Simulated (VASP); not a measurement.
**AlNi: single point with PBEsol**

AlNi:

```xyz
2
Lattice="2.0212 -2.0211 0.0000 2.2435 2.2435 0.0000 0.0000 0.0000 2.8689" Properties=species:S:1:pos:R:3 pbc="T T T"
Al    0.0000    0.0000    0.0000
Ni    2.1324    0.1112    1.4344
```

This cell differs from its parent crystal: normal strain along x +0.0000, normal strain along y +0.1100.

| Quantity | Value |
| --- | --- |
| Program | VASP 6.6.1 |
| Task | single point |
| Functional | PBEsol |
| Potentials or basis | VASP PAW PBE potentials, release 64 (Al, Ni) |
| Cutoff | 520 eV |
| k mesh | 16 × 16 × 16 |
| Occupations | gaussian, width 0.15 eV |
| Spin | no spin polarisation |
| Dipole correction | no |
| Further INCAR settings | ALGO = Fast; EDIFF = 1e-06; NBANDS = 14 |

* Pressure: -13.9 GPa

Stress tensor (GPa, compression positive):
```
-14.55  -2.25   0.00
 -2.25 -14.54   0.00
  0.00   0.00 -12.62
```

Levels at points of the mesh, in eV from the Fermi level:
```csv
k point,band 4,band 5,band 6,band 7,band 8,band 9,band 10,band 11
"(0.00, 0.00, 0.00)",-1.44,-1.43,-1.21,3.03,6.27,6.40,6.99,8.27
"(0.50, 0.00, 0.00)",-2.36,-1.84,-1.34,-0.37,7.72,7.88,8.75,10.79
"(0.00, 0.50, 0.00)",-1.86,-1.84,-1.17,-1.04,8.25,10.39,10.40,10.50
"(0.50, 0.50, 0.00)",-2.56,-1.75,-1.69,-1.04,1.16,1.84,12.21,14.70
"(0.00, 0.00, 0.50)",-2.36,-1.82,-1.33,-0.39,7.70,7.85,8.71,10.90
"(0.50, 0.00, 0.50)",-2.20,-2.09,-2.08,-0.77,1.91,2.65,10.04,13.00
"(0.00, 0.50, 0.50)",-2.60,-1.74,-1.68,-1.04,1.12,1.81,12.30,14.80
"(0.50, 0.50, 0.50)",-1.02,-0.76,1.97,2.16,2.16,3.07,3.75,3.79
```

Run time: 3.8 min on 1 thread of Intel Xeon 6975P-C, with other jobs on the host, peak memory 0.52 GiB.

Caveat: the cell differs from its parent crystal (normal strain along x +0.0000, normal strain along y +0.1100); the PAW data sets were made with another functional, which shifts forces and pressure a little. Spin polarisation is off, so any magnetic state and its effect on volume and gap are missing.
